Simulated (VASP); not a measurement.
Crystal: HgTe (Coloradoite).

```
Hg Te
1.0
     0.00000    3.25680    3.25680
     3.25680    0.00000    3.25680
     3.25680    3.25680    0.00000
Hg Te
1 1
Cartesian
  0.0000 0.0000 0.0000
  4.8852 4.8852 4.8852
```

Base run:

```yaml
Program: VASP 6.6.1
Functional: PBE
Dispersion: D3(BJ)
Potentials_or_basis: VASP PAW PBE potentials, release 64 (Hg, Te)
Cutoff: 520 eV
k_mesh: 7 × 7 × 7
Occupations: fermi-dirac, width 0.05 eV
Spin: no spin polarisation
```

Its results: band gap on the k mesh zero (filled and empty bands touch); pressure 0.7 GPa.

Q: The run is repeated on the same cell with these changes: functional from PBE to BLYP. What comes out?

A: Band gap on the k mesh zero (filled and empty bands touch); pressure 1.3 GPa.

BLYP binds less tightly than PBE, so the same cell stands under more pressure.

Caveats: spin-orbit coupling is left out, which moves the levels of the heavy elements; pairwise dispersion overbinds metals, which lowers pressure and volume; the PAW data sets were made with another functional, which shifts forces and pressure a little (some runs).
